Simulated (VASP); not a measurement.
Here is a VASP 6.6.1 calculation.

The input INCAR:

```
PREC = Accurate
ENCUT = 520
EDIFF = 1E-6
ISMEAR = 0
SIGMA = 0.1
LREAL = False
LASPH = True
NELM = 80
ALGO = Normal
ISIF = 2
LWAVE = False
LCHARG = False
GGA = PE
NBANDS = 26
```

Contents of KPOINTS:

```
Automatic mesh
0
Gamma
  6 6 6
```

POSCAR

```
Os4C
1.0
   -2.6100129900      2.6100129900      2.6100129900
    2.6100129900     -2.6100129900      2.6100129900
    2.6100129900      2.6100129900     -2.6100129900
Os C
4 1
Direct
    0.5000000000      0.5000000000      0.5000000000
    0.0000000000      0.0000000000      0.5000000000
    0.0000000000      0.5000000000      0.0000000000
    0.5000000000      0.0000000000      0.0000000000
    0.0000000000      0.0000000000      0.0000000000
```

Potentials or basis: VASP PAW PBE potentials, release 64 (Os, C).

Run with:

```sh
$ cat potpaw_PBE.64/Os/POTCAR potpaw_PBE.64/C/POTCAR > POTCAR
$ mpirun -np 1 vasp_std > vasp.out
```

Question: Predict the pressure.

Answer: -2.4 GPa.

Question: Predict the band gap on the k mesh.

Answer: Zero (band 18 reaches 8.34 eV, above the bottom of band 19 at 6.98 eV).

Caveat: spin-orbit coupling is left out, which moves the levels of the heavy elements.
